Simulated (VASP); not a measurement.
In:

```xyz
1
Lattice="-1.6255 1.6255 2.4737 1.6255 -1.6255 2.4737 1.6255 1.6255 -2.4737" Properties=species:S:1:pos:R:3 pbc="T T T"
In    0.0000    0.0000    0.0000
```

```yaml
Program: VASP 6.6.1
Task: relaxation of cell and atoms
Functional: revPBE
Dispersion: D4
Potentials_or_basis: VASP PAW PBE potentials, release 64 (In_d)
Cutoff: 600 eV
k_mesh: 11 × 11 × 11
Occupations: fermi-dirac, width 0.05 eV
Spin: no spin polarisation
```

At the start: pressure 0.2 GPa; volume 26.14 Å³/atom.

Question: Where does the relaxation end?

Answer: Over 12 steps the energy falls by 2.1 meV/atom and the volume is 26.23 Å³/atom (+0.3 %); space group I4/mmm (No. 139, to 0.05 Å).

Step by step:
```csv
step,energy change (eV),largest force (eV/Å),pressure (GPa),volume (Å³)
1,0.0000,0.0000,0.21,26.14
2,-0.0004,0.0000,-0.01,26.27
3,-0.0007,0.0000,-0.47,26.54
4,-0.0009,0.0000,-0.48,26.55
5,-0.0014,0.0000,-0.51,26.55
6,-0.0014,0.0000,-0.50,26.56
7,-0.0016,0.0000,-0.51,26.56
8,-0.0019,0.0000,-0.31,26.42
9,-0.0021,0.0000,-0.10,26.29
10,-0.0021,0.0000,-0.01,26.23
11,-0.0021,0.0000,-0.01,26.23
12,-0.0021,0.0000,-0.01,26.23
```

Final structure:
```cif
data_structure
_symmetry_space_group_name_H-M 'P 1'
_symmetry_Int_Tables_number 1
_cell_length_a 3.3552
_cell_length_b 3.3552
_cell_length_c 3.3552
_cell_angle_alpha 121.151
_cell_angle_beta 121.151
_cell_angle_gamma 88.017
_cell_volume 26.23
loop_
_atom_site_label
_atom_site_type_symbol
_atom_site_fract_x
_atom_site_fract_y
_atom_site_fract_z
_atom_site_occupancy
In1 In 0.00000 0.00000 0.00000 1
```

Caveat: the PAW data sets were made with another functional, which shifts forces and pressure a little; pairwise dispersion overbinds metals, which lowers pressure and volume.
